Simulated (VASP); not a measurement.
# Pd (Fm-3m) in VASP: further runs

Runs on Pd. Level: PBE. Tasks: single point.

All numbers are computed with VASP 6.6.1; they aren't measurements. Logs are shortened: lines on timing, memory, paths and dates and some standing lists are left out, and cuts for length are marked.

## Step 1: The cell of the first run

It takes space group Fm-3m (No. 225, cubic). The conventional cell has a = 3.890 Å, b = 3.890 Å, c = 3.890 Å, α = 90.00°, β = 90.00°, γ = 90.00°. Pd (site symmetry m-3m) has 12 Pd at 2.75 Å within 3.6 Å.

## Step 2: Single point, PBE

INCAR

```
SYSTEM = Pd
PREC     = Accurate       ! precision mode
ENCUT    = 520            ! plane-wave cutoff, eV
EDIFF    = 1E-6           ! SCF threshold, eV
ISMEAR   = 0              ! smearing method
SIGMA    = 0.05           ! smearing width, eV
LREAL    = .FALSE.        ! projectors in reciprocal space
LASPH    = .TRUE.         ! aspherical terms in the spheres
NELM     = 80             ! most SCF steps
ALGO     = Fast           ! electronic algorithm
ISIF     = 2              ! what is computed and relaxed
LWAVE    = .FALSE.        ! write WAVECAR
LCHARG   = .FALSE.        ! write CHGCAR
GGA      = PE             ! functional
NBANDS   = 11             ! bands
```

KPOINTS

```
regular mesh
0
G
  8 8 8
  0 0 0
```

POSCAR

```
Pd
1.0
    0.0000000000      1.9450000000      1.9450000000
    1.9450000000      0.0000000000      1.9450000000
    1.9450000000      1.9450000000      0.0000000000
Pd
1
Direct
    0.0000000000      0.0000000000      0.0000000000
```

Potentials or basis: VASP PAW PBE potentials, release 64 (Pd).

Command:

```bash
cat potpaw_PBE.64/Pd/POTCAR > POTCAR
mpirun -np 1 vasp_std > vasp.out
```

OUTCAR:

```text
SYSTEM = Pd
   PREC = Accurate
   ENCUT = 520
   EDIFF = 1E-6
   ISMEAR = 0
   LREAL = .FALSE.
   LASPH = .TRUE.
   NELM = 80
   ISIF = 2
   GGA = PE

 ion  position               nearest neighbor table
   1  0.000  0.000  0.000-

  LATTYP: Found a face centered cubic cell.
 ALAT       =     3.8900000000

  Lattice vectors:

 A1 = (   0.0000000000,   1.9450000000,   1.9450000000)
 A2 = (   1.9450000000,   0.0000000000,   1.9450000000)
 A3 = (   1.9450000000,   1.9450000000,   0.0000000000)

Analysis of symmetry for initial positions (statically):
=====================================================================
 Subroutine PRICEL returns:
 Original cell was already a primitive cell.

 Routine SETGRP: Setting up the symmetry group for a
 face centered cubic supercell.

 Subroutine GETGRP returns: Found 48 space group operations
 (whereof 48 operations were pure point group operations)
 out of a pool of 48 trial point group operations.

The static configuration has the point symmetry O_h .

Analysis of symmetry for dynamics (positions and initial velocities):
=====================================================================
 Subroutine PRICEL returns:
 Original cell was already a primitive cell.

 Routine SETGRP: Setting up the symmetry group for a
 face centered cubic supercell.

 Subroutine GETGRP returns: Found 48 space group operations
 (whereof 48 operations were pure point group operations)
 out of a pool of 48 trial point group operations.

The dynamic configuration has the point symmetry O_h .

 Subroutine INISYM returns: Found 48 space group operations
 (whereof 48 operations are pure point group operations),
 and found     1 'primitive' translations

----------------------------------------------------------------------------------------

                                     Primitive cell

  volume of cell :      14.7160

  direct lattice vectors                    reciprocal lattice vectors
     0.000000000  1.945000000  1.945000000    -0.257069409  0.257069409  0.257069409
     1.945000000  0.000000000  1.945000000     0.257069409 -0.257069409  0.257069409
     1.945000000  1.945000000  0.000000000     0.257069409  0.257069409 -0.257069409

  length of vectors
     2.750645379  2.750645379  2.750645379     0.445257277  0.445257277  0.445257277

  position of ions in fractional coordinates (direct lattice)
     0.000000000  0.000000000  0.000000000

  ion indices of the primitive-cell ions
   primitive index   ion index
                 1           1

----------------------------------------------------------------------------------------

 KPOINTS: regular mesh

Automatic generation of k-mesh.
 Grid dimensions read from file:
 generate k-points for:    8    8    8

 Generating k-lattice:

  Cartesian coordinates                     Fractional coordinates (reciprocal lattice)
    -0.032133676  0.032133676  0.032133676     0.125000000  0.000000000  0.000000000
     0.032133676 -0.032133676  0.032133676     0.000000000  0.125000000  0.000000000
     0.032133676  0.032133676 -0.032133676     0.000000000  0.000000000  0.125000000

  Length of vectors
     0.055657160  0.055657160  0.055657160

  Shift w.r.t. Gamma in fractional coordinates (k-lattice)
     0.000000000  0.000000000  0.000000000

 Subroutine IBZKPT returns following result:
 ===========================================

 Found     29 irreducible k-points:

 Following reciprocal coordinates:
            Coordinates               Weight
  0.000000  0.000000  0.000000      1.000000
  0.125000  0.000000  0.000000      8.000000
  0.250000  0.000000  0.000000      8.000000
  0.375000  0.000000  0.000000      8.000000
  0.500000  0.000000  0.000000      4.000000
  0.125000  0.125000  0.000000      6.000000
[... 16 lines left out ...]
  0.500000  0.250000  0.125000     48.000000
 -0.375000  0.250000  0.125000     24.000000
 [... further k-points ...]
   k-points           NKPTS =     29   k-points in BZ     NKDIM =     29   number of bands    NBANDS=     11
   number of dos      NEDOS =    301   number of ions     NIONS =      1
   total plane-waves  NPLWV =   8000
   dimension x,y,z NGX =    20 NGY =   20 NGZ =   20
   dimension x,y,z NGXF=    40 NGYF=   40 NGZF=   40
   ions per type =               1
   NGX,Y,Z   is equivalent  to a cutoff of  12.09, 12.09, 12.09 a.u.
   NGXF,Y,Z  is equivalent  to a cutoff of  24.18, 24.18, 24.18 a.u.
 SYSTEM =  Pd
   PREC   = accura    normal or accurate (medium, high low for compatibility)
   ISTART =      0    job   : 0-new  1-cont  2-samecut
   ICHARG =      2    charge: 1-file 2-atom 10-const
   ISPIN  =      1    spin polarized calculation?
   LNONCOLLINEAR =      F non collinear calculations
   LSORBIT =      F    spin-orbit coupling
   LASPH  =      T    aspherical Exc in radial PAW
   ENCUT  =  520.0 eV  38.22 Ry    6.18 a.u.   5.11  5.11  5.11*2*pi/ulx,y,z
   NELM   =     80;   NELMIN=  2; NELMDL= -5     # of ELM steps
   EDIFF  = 0.1E-05   stopping-criterion for ELM
   LREAL  =      F    real-space projection
   EDIFFG = 0.1E-04   stopping-criterion for IOM
   NSW    =      0    number of steps for IOM
   IBRION =     -1    ionic relax: 0-MD 1-quasi-New 2-CG
   NFREE  =      0    steps in history (QN), initial steepest desc. (CG)
   ISIF   =      2    stress and relaxation
   ISYM   =      2    0-nonsym 1-usesym 2-fastsym
   POTIM  = 0.5000    time-step for ionic-motion
   TEBEG  =    0.0;   TEEND  =   0.0 temperature during run
   PSTRESS=    0.0 pullay stress
   NELECT =      10.0000    total number of electrons
   NUPDOWN=      -1.0000    fix difference up-down
   EMIN   =  10.00;   EMAX   =-10.00  energy-range for DOS
   EFERMI =   0.00;   METHOD = LEGACY
   ISMEAR =     0;   SIGMA  =   0.05  broadening in eV -4-tet -1-fermi 0-gaus
   EFERMI_NEDOS =   21; number of points for ismear=-14 and -15
   IALGO  =     68    algorithm
   IMIX   =      4    mixing-type and parameters
     AMIX     =   0.40;   BMIX     =  1.00
     AMIX_MAG =   1.60;   BMIX_MAG =  1.00
  volume/ion in A,a.u.               =      14.72        99.31
  Fermi-wavevector in a.u.,A,eV,Ry     =   1.439280  2.719844 28.184827  2.071526
  Thomas-Fermi vector in A             =   2.558153
   LORBIT       =      0    0 simple, 1 ext, 2 COOP (PROOUT), +10 PAW based schemes
   GGA     = PE    functional components
   LHFCALC =     F    Hartree Fock is set to
   AEXX    =    0.0000 exact exchange contribution
   IVDW    =     0    specifies the selected vdW correction
   LEPSILON=     F    determine dielectric tensor
   LRPA    =     F    only Hartree local field effects (RPA)
 non-spin polarized calculation
 RMM-DIIS sequential band-by-band and
 Gauss-broadening in eV      SIGMA  =   0.05
  energy-cutoff  :      520.00
  volume of cell :       14.72
 maximum number of plane-waves:       415
   NGX = 11   NGY = 11   NGZ = 11

 number of electron      10.0000000 magnetization

 Free energy of the ion-electron system (eV)
  ---------------------------------------------------
  ext. energy  EPLUGINS =         0.00000000
  ---------------------------------------------------
  free energy    TOTEN  =        -5.18356549 eV

  energy without entropy =       -5.18014698  energy(sigma->0) =       -5.18185624

 E-fermi :   9.9206     XC(G=0): -13.1919

 val. band max:        9.8871264052   @ k =  -0.3750   0.3750   0.1250
 cond. band min:       9.9322964251   @ k =   0.5000   0.2500   0.0000
 fundamental gap:      0.0451700199
 Fermi energy:         9.9205529277

 k-point     1 :       0.0000    0.0000    0.0000
  band No.  band energies     occupation
      1       2.6658      2.00000
      2       7.0126      2.00000
      3       7.0126      2.00000
      4       7.0126      2.00000
      5       8.6270      2.00000
      6       8.6270      2.00000
      7      27.0192      0.00000
      8      31.8027      0.00000
      9      31.8027      0.00000
     10      31.8027      0.00000
     11      37.0314      0.00000

 k-point     2 :       0.1250    0.0000    0.0000
  band No.  band energies     occupation
      1       3.2147      2.00000
      2       6.8419      2.00000
      3       7.1856      2.00000
      4       7.1856      2.00000
      5       8.5598      2.00000
      6       8.5598      2.00000
      7      27.4610      0.00000
      8      29.1066      0.00000
      9      32.4284      0.00000
     10      32.4284      0.00000
     11      37.0617      0.00000

 k-point     3 :       0.2500    0.0000    0.0000
  band No.  band energies     occupation
      1       4.3601      2.00000
      2       6.9723      2.00000
      3       7.3041      2.00000
      4       7.3041      2.00000
      5       8.7796      2.00000
      6       8.7796      2.00000
      7      24.3828      0.00000
      8      28.0691      0.00000
      9      33.5057      0.00000
     10      33.5057      0.00000
     11      35.7293      0.00000

 k-point     4 :       0.3750    0.0000    0.0000
  band No.  band energies     occupation
      1       4.6192      2.00000
      2       7.0841      2.00000
      3       7.0841      2.00000
      4       8.9491      2.00000
      5       9.4730      2.00000
      6       9.4730      2.00000
      7      19.8548      0.00000
      8      26.9282      0.00000
      9      31.9959      0.00000
     10      31.9959      0.00000
     11      36.6164      0.00000

 k-point     5 :       0.5000    0.0000    0.0000
  band No.  band energies     occupation
      1       4.5343      2.00000
      2       6.9596      2.00000
      3       6.9596      2.00000
      4       9.8418      1.97413
      5       9.8418      1.97413
      6      10.8323      0.00000
      7      17.1905      0.00000
      8      26.3694      0.00000
      9      30.9616      0.00000
     10      30.9616      0.00000
     11      37.2335      0.00000
[... 211 lines left out ...]
 k-point    21 :       0.5000    0.5000    0.0000
  band No.  band energies     occupation
      1       4.4291      2.00000
      2       4.7307      2.00000
      3       9.8083      1.99850
      4      10.1627      0.00000
      5      10.1627      0.00000
      6      13.1779      0.00000
      7      20.6379      0.00000
      8      23.0498      0.00000
      9      23.0498      0.00000
     10      31.4372      0.00000
     11      31.5530      0.00000

 k-point    22 :       0.3750    0.2500    0.1250
  band No.  band energies     occupation
      1       5.3611      2.00000
      2       5.9885      2.00000
      3       7.0513      2.00000
      4       8.3020      2.00000
      5       8.4843      2.00000
      6      10.1389      0.00000
      7      24.9239      0.00000
      8      25.7434      0.00000
      9      29.2002      0.00000
     10      31.8451      0.00000
     11      35.6056      0.00000

 k-point    23 :       0.5000    0.2500    0.1250
  band No.  band energies     occupation
      1       5.5325      2.00000
      2       6.4041      2.00000
      3       6.8205      2.00000
      4       8.1124      2.00000
      5       9.3373      2.00000
      6      12.3306      0.00000
      7      20.5648      0.00000
      8      25.0001      0.00000
      9      27.1870      0.00000
     10      31.9725      0.00000
     11      35.6830      0.00000

 k-point    24 :      -0.3750    0.2500    0.1250
  band No.  band energies     occupation
      1       5.4736      2.00000
      2       6.2087      2.00000
      3       7.4054      2.00000
      4       7.8784      2.00000
      5       9.7068      2.00000
      6      14.7003      0.00000
      7      17.2428      0.00000
      8      25.5133      0.00000
      9      25.8413      0.00000
     10      31.0388      0.00000
     11      36.7362      0.00000

 [... further k-points ...]

------------------------ aborting loop because EDIFF is reached ----------------------------------------

  FORCE on cell =-STRESS in cart. coord.  units (eV):
  Direction    XX          YY          ZZ          XY          YZ          ZX
  --------------------------------------------------------------------------------------
  -------------------------------------------------------------------------------------
  Total        0.7501502      0.7501502      0.7501502     -0.0000000     -0.0000000     -0.0000000
  in kB       81.6714034     81.6714034     81.6714034     -0.0000000     -0.0000000     -0.0000000
  external PRESSURE =      81.6714034 kB  Pullay stress =       0.0000000 kB

 VOLUME and BASIS-vectors are now :
 -----------------------------------------------------------------------------
  energy-cutoff  :      520.00
  volume of cell :       14.72
      direct lattice vectors                 reciprocal lattice vectors
     0.000000000  1.945000000  1.945000000    -0.257069409  0.257069409  0.257069409
     1.945000000  0.000000000  1.945000000     0.257069409 -0.257069409  0.257069409
     1.945000000  1.945000000  0.000000000     0.257069409  0.257069409 -0.257069409

 POSITION                                       TOTAL-FORCE (eV/Angst)
 -----------------------------------------------------------------------------------
      0.00000      0.00000      0.00000         0.000000      0.000000      0.000000
 -----------------------------------------------------------------------------------
    total drift:                                0.000000     -0.000000     -0.000000

  FREE ENERGIE OF THE ION-ELECTRON SYSTEM (eV)
  ---------------------------------------------------
  free  energy   TOTEN  =        -5.1835654896 eV

  energy  without entropy=       -5.1801469817  energy(sigma->0) =       -5.18185624
```

Run time: 4.2 s. Hardware: 1 thread of Intel Xeon Platinum 8259CL at 2.50GHz (Skylake/Cascade Lake), shared host; peak memory 0.12 GiB.

What came out:

```yaml
Free_energy: -5.1836 eV
Pressure: 8.2 GPa
Band_gap_on_the_k_mesh: zero (band 5 reaches 10.16 eV, above the bottom of band 6 at 8.56 eV)
```

## Step 3: Single point, PBE

This run uses another cell than the first one, of 15.54 Å³/atom, 1.056 times its volume.

INCAR

```
SYSTEM = Pd
ALGO = Normal ; EDIFF = 1E-7
ENCUT = 520 ; GGA = PE
ISIF = 2 ; ISMEAR = 0
LASPH = .True. ; LCHARG = .True.
LELF = .True. ; LREAL = .False.
LVHAR = .True. ; LWAVE = .False.
NBANDS = 11 ; NELM = 100
PREC = Accurate ; SIGMA = 0.05
```

KPOINTS

```
k-points
0
Gamma
  8 8 8
  0 0 0
```

POSCAR

```
Pd
1.0
    0.0000000000      1.9807844537      1.9807844537
    1.9807844537      0.0000000000      1.9807844537
    1.9807844537      1.9807844537      0.0000000000
Pd
1
Direct
    0.0000000000      0.0000000000      0.0000000000
```

Potentials or basis: VASP PAW PBE potentials, release 64 (Pd).

Command:

```bash
cat potpaw_PBE.64/Pd/POTCAR > POTCAR
mpirun -np 1 vasp_std > vasp.out
```

OUTCAR:

```text
SYSTEM = Pd
   EDIFF = 1E-7
   ENCUT = 520
   GGA = PE
   ISIF = 2
   ISMEAR = 0
   LASPH = .True.
   LREAL = .False.
   NELM = 100
   PREC = Accurate

 ion  position               nearest neighbor table
   1  0.000  0.000  0.000-

  LATTYP: Found a face centered cubic cell.
 ALAT       =     3.9615689074

  Lattice vectors:

 A1 = (   0.0000000000,   1.9807844537,   1.9807844537)
 A2 = (   1.9807844537,   0.0000000000,   1.9807844537)
[... 515 lines left out ...]
     10      29.6962      0.00000
     11      35.1204      0.00000

 [... further k-points ...]

------------------------ aborting loop because EDIFF is reached ----------------------------------------

  FORCE on cell =-STRESS in cart. coord.  units (eV):
  Direction    XX          YY          ZZ          XY          YZ          ZX
  --------------------------------------------------------------------------------------
  -------------------------------------------------------------------------------------
  Total       -0.1849299     -0.1849299     -0.1849299      0.0000000      0.0000000      0.0000000
  in kB      -19.0623343    -19.0623343    -19.0623343      0.0000000      0.0000000      0.0000000
  external PRESSURE =     -19.0623343 kB  Pullay stress =       0.0000000 kB

 VOLUME and BASIS-vectors are now :
 -----------------------------------------------------------------------------
  energy-cutoff  :      520.00
  volume of cell :       15.54
      direct lattice vectors                 reciprocal lattice vectors
     0.000000000  1.980784454  1.980784454    -0.252425244  0.252425244  0.252425244
     1.980784454  0.000000000  1.980784454     0.252425244 -0.252425244  0.252425244
     1.980784454  1.980784454  0.000000000     0.252425244  0.252425244 -0.252425244

 POSITION                                       TOTAL-FORCE (eV/Angst)
 -----------------------------------------------------------------------------------
      0.00000      0.00000      0.00000         0.000000      0.000000      0.000000
 -----------------------------------------------------------------------------------
    total drift:                               -0.000000      0.000000     -0.000000

  FREE ENERGIE OF THE ION-ELECTRON SYSTEM (eV)
  ---------------------------------------------------
  free  energy   TOTEN  =        -5.1985211528 eV

  energy  without entropy=       -5.1948892797  energy(sigma->0) =       -5.19670522
```

OSZICAR:

```text
N       E                     dE             d eps       ncg     rms          rms(c)
DAV:   1     0.447606805602E+02    0.44761E+02   -0.51092E+03   638   0.853E+02
DAV:   2    -0.478456748298E+01   -0.49545E+02   -0.47861E+02   734   0.185E+02
DAV:   3    -0.544251372097E+01   -0.65795E+00   -0.65326E+00   757   0.225E+01
DAV:   4    -0.544559878735E+01   -0.30851E-02   -0.30847E-02   746   0.167E+00
DAV:   5    -0.544563614359E+01   -0.37356E-04   -0.37355E-04   861   0.168E-01    0.669E+00
DAV:   6    -0.520794321768E+01    0.23769E+00   -0.10527E+00   770   0.835E+00    0.331E+00
DAV:   7    -0.520143412168E+01    0.65091E-02   -0.60037E-03   764   0.597E-01    0.182E+00
DAV:   8    -0.519851247399E+01    0.29216E-02   -0.83619E-04   784   0.188E-01    0.246E-02
DAV:   9    -0.519851846278E+01   -0.59888E-05   -0.14813E-05   832   0.303E-02    0.981E-03
DAV:  10    -0.519852133723E+01   -0.28745E-05   -0.14898E-06   784   0.118E-02    0.176E-03
DAV:  11    -0.519852118254E+01    0.15469E-06   -0.37408E-08   590   0.141E-03    0.302E-04
DAV:  12    -0.519852115281E+01    0.29735E-07   -0.31608E-09   487   0.509E-04
   1 F= -.51985212E+01 E0= -.51967052E+01  d E =-.363187E-02
```

stdout:

```text
POSCAR found type information on POSCAR Pd
 POSCAR found :  1 types and       1 ions
 scaLAPACK will be used
 LDA part: xc-table for (Slater+PW92), standard interpolation
 POSCAR, INCAR and KPOINTS ok, starting setup
 FFT: planning ... GRIDC
 FFT: planning ... GRID_SOFT
 FFT: planning ... GRID
 WAVECAR not read
 entering main loop
```

Run time: 5 s. Hardware: 1 thread of Intel Xeon Platinum 8259CL at 2.50GHz (Skylake/Cascade Lake), shared host; peak memory 0.14 GiB.

Results:

```
Free energy            : -5.1985 eV
Pressure               : -1.9 GPa
Band gap on the k mesh : zero (band 5 reaches 9.23 eV, above the bottom of band 6 at 7.77 eV)
```

Levels at points of the mesh, in eV from the Fermi level:
```tsv
k point	band 2	band 3	band 4	band 5	band 6	band 7	band 8	band 9
(0.00, 0.00, 0.00)	-2.66	-2.66	-2.66	-1.18	-1.18	17.07	21.55	21.55
(0.50, 0.00, 0.00)	-2.70	-2.70	-0.07	-0.07	1.05	6.85	16.41	20.51
(0.50, 0.50, 0.00)	-4.75	-0.11	0.22	0.22	3.28	10.17	12.84	12.84
```

## Step 4: Single point, PBE, non-collinear spin, zero start, spin-orbit coupling

This run uses another cell than the first one, of 15.31 Å³/atom, 1.041 times its volume.

INCAR

```
ALGO = Normal
EDIFF = 1E-7
ENCUT = 520
GGA = PE
GGA_COMPAT = False
ISIF = 2
ISMEAR = 0
LASPH = True
LCHARG = False
LMAXMIX = 4
LNONCOLLINEAR = True
LORBIT = 11
LORBMOM = True
LREAL = False
LSORBIT = True
LWAVE = False
MAGMOM = 0 0 0
NBANDS = 21
NELM = 150
PREC = Accurate
SIGMA = 0.05
```

KPOINTS

```
k-points
0
Gamma
  18 18 18
```

POSCAR

```
Pd
1.0
    0.0000000000      1.9709908403      1.9709908403
    1.9709908403      0.0000000000      1.9709908403
    1.9709908403      1.9709908403      0.0000000000
Pd
1
Direct
    0.0000000000      0.0000000000      0.0000000000
```

Command:

```bash
cat potpaw_PBE.64/Pd/POTCAR > POTCAR
mpirun -np 1 vasp_ncl > vasp.out
```

It took 95 s on 1 thread of Intel Xeon Platinum 8259CL at 2.50GHz (Skylake/Cascade Lake), shared host; peak memory 0.25 GiB.

The run converged. Its results:

```
Free energy                                           : -5.2647 eV
Pressure                                              : -0.2 GPa
Net moment                                            : 0.00 μB per cell
Valence electrons inside the program's atomic spheres : Pd 9.37
```

Moments on the atoms (μB; x, y, z):
```
Pd  0.00 0.00 0.00
```

[end of part 1 of 2]
